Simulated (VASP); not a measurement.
Crystal: GaB3.

```
Ga B
1.0
     1.65896   -2.68120    0.00000
     1.65896    2.68120    0.00000
     0.00000    0.00000    5.01959
Ga B
1 3
Direct
  0.50000 0.50000 0.50000
  0.13285 0.86715 0.50000
  0.86715 0.13285 0.50000
  0.00000 0.00000 0.00000
```

| Item | Value |
| --- | --- |
| Program | VASP 6.6.1 |
| Task | relaxation of cell and atoms |
| Functional | PBE |
| Potentials or basis | VASP PAW PBE potentials, release 64 (Ga_d, B) |
| Cutoff | 600 eV |
| k mesh | 6 × 6 × 4 |
| Occupations | gaussian, width 0.1 eV |
| Spin | no spin polarisation |

At the start: pressure 51.5 GPa; volume 11.16 Å³/atom.

Where does the relaxation end?

Over 34 steps the energy falls by 2202.3 meV/atom and the volume is 11.30 Å³/atom (+1.2 %); space group Cmmm (No. 65, to 0.05 Å).

The path:
| step | energy change (eV) | largest force (eV/Å) | pressure (GPa) | volume (Å³) |
| --- | --- | --- | --- | --- |
| 1 | 0.0000 | 7.1374 | 51.46 | 44.65 |
| 2 | -1.6024 | 1.4038 | -10.40 | 70.69 |
| 3 | -2.6081 | 2.0362 | 0.08 | 55.90 |
| 4 | -2.6116 | 1.9996 | 0.46 | 55.66 |
| 5 | -2.6148 | 1.9439 | 1.00 | 55.34 |
| 6 | -3.2581 | 2.0528 | -4.40 | 56.92 |
| 7 | -3.9739 | 4.0865 | -11.78 | 60.40 |
| 8 | -4.0499 | 0.8942 | -11.09 | 59.59 |
| 9 | -4.4768 | 3.2608 | -10.70 | 57.03 |
| 10 | -5.1118 | 10.3592 | -2.07 | 52.02 |
| 11 | -5.1521 | 10.6497 | -1.47 | 51.76 |
| 12 | -5.2555 | 11.5542 | 0.52 | 50.97 |
| 13 | -5.4189 | 13.4302 | 4.05 | 49.34 |
| 14 | -5.6098 | 18.8544 | 15.68 | 45.89 |
| 15 | -5.5794 | 16.0371 | 7.06 | 47.67 |
| 16 | -6.1067 | 15.0330 | 8.01 | 46.87 |
| 17 | -7.1631 | 12.0585 | 18.87 | 44.30 |
| 18 | -5.0430 | 7.7681 | 73.12 | 38.43 |
| 19 | -7.2439 | 11.2154 | 25.28 | 43.30 |
| 20 | -7.6695 | 8.8331 | 19.46 | 43.81 |
| 21 | -8.4102 | 3.4875 | 5.29 | 45.33 |
| 22 | -8.3849 | 1.3394 | -11.90 | 48.38 |
| 23 | -8.5739 | 0.3074 | -5.53 | 46.97 |
| 24 | -8.5801 | 0.7383 | -3.73 | 46.67 |
| 25 | -8.6115 | 0.6830 | -3.32 | 46.50 |
| 26 | -8.6904 | 0.5107 | -1.91 | 45.99 |
| 27 | -8.7761 | 0.1851 | 1.71 | 44.97 |
| 28 | -8.7811 | 0.0900 | 3.17 | 44.62 |
| 29 | -8.7948 | 0.0381 | 1.87 | 44.86 |
| 30 | -8.8056 | 0.2745 | -0.73 | 45.39 |
| 31 | -8.8057 | 0.2600 | -0.55 | 45.35 |
| 32 | -8.8078 | 0.1473 | -0.44 | 45.32 |
| 33 | -8.8091 | 0.0424 | -0.25 | 45.25 |
| 34 | -8.8093 | 0.0334 | -0.20 | 45.21 |

Final structure:
```xyz
4
Lattice="2.6327 -2.9458 0.0000 2.6327 2.9458 0.0000 0.0000 0.0000 2.9144" Properties=species:S:1:pos:R:3 pbc="T T T"
Ga    2.6327    0.0000    1.4572
B     2.6327    2.1096    1.4572
B     2.6327   -2.1096    1.4572
B     2.6327    2.9458    0.0000
```

Caveat: the k points lie up to 0.54 Å⁻¹ apart in the final cell.
